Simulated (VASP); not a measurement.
Wanted: the native input for a VASP 6.6.1 run.

```
Task                               : single point
Functional                         : HSE06
Potentials or basis                : VASP PAW PBE potentials, release 64 (K_sv)
Cutoff                             : 520 eV
k mesh                             : 4 × 4 × 4
Occupations                        : fermi-dirac, width 0.1 eV
Spin                               : no spin polarisation
Dipole correction                  : no
Grid for exact exchange (PRECFOCK) : Normal
Further INCAR settings             : ALGO = Normal; EDIFF = 1e-06; NBANDS = 10
Screening parameter                : 0.2079 1/Å
```

The system is K.

```
CELL_PARAMETERS angstrom
4.29590 0.00000 0.00000
0.00000 4.29590 0.00000
0.00000 0.00000 4.29590
ATOMIC_POSITIONS crystal
K 0.00000 0.00000 0.00000
```

These files were run (other wordings do the same):

POSCAR

```
K
1.0
    4.2959002844      0.0000000000      0.0000000000
    0.0000000000      4.2959002844      0.0000000000
    0.0000000000      0.0000000000      4.2959002844
K
1
Direct
    0.0000000000      0.0000000000      0.0000000000
```

INCAR.step1

```
SYSTEM = K
  PREC = Accurate
  ENCUT = 520
  EDIFF = 1E-5
  ISMEAR = -1
  SIGMA = 0.1
  LREAL = .FALSE.
  LASPH = .TRUE.
  NELM = 60
  ALGO = Normal
  ISIF = 2
  LWAVE = .TRUE.
  LCHARG = .FALSE.
  NBANDS = 10
  GGA = PE
```

INCAR.step2

```
SYSTEM = K
  PREC = Accurate
  ENCUT = 520
  EDIFF = 1E-6
  ISMEAR = -1
  SIGMA = 0.1
  LREAL = .FALSE.
  LASPH = .TRUE.
  NELM = 60
  ALGO = Normal
  ISIF = 2
  LWAVE = .FALSE.
  LCHARG = .FALSE.
  GGA = PE
  LHFCALC = .TRUE.
  HFSCREEN = 0.2079
  PRECFOCK = Normal
  NBANDS = 10
  ISTART = 1
```

KPOINTS

```
regular mesh
0
G
  4 4 4
  0 0 0
```

Potentials or basis: VASP PAW PBE potentials, release 64 (K_sv).

Run with:

```bash
$ cat potpaw_PBE.64/K_sv/POTCAR > POTCAR
$ cp INCAR.step1 INCAR
$ mpirun -np 1 vasp_std > vasp.out
$ cp INCAR.step2 INCAR
$ mpirun -np 1 vasp_std > vasp.out
```

Results of the run:

* Pressure: 0.0 GPa

Caveat: the k points lie up to 0.37 Å⁻¹ apart; the PAW data sets were made with another functional, which shifts forces and pressure a little.

Run time: 2 min on 1 thread of AMD EPYC 7R13 Processor (Zen 3), on a shared host, peak memory 0.25 GiB.
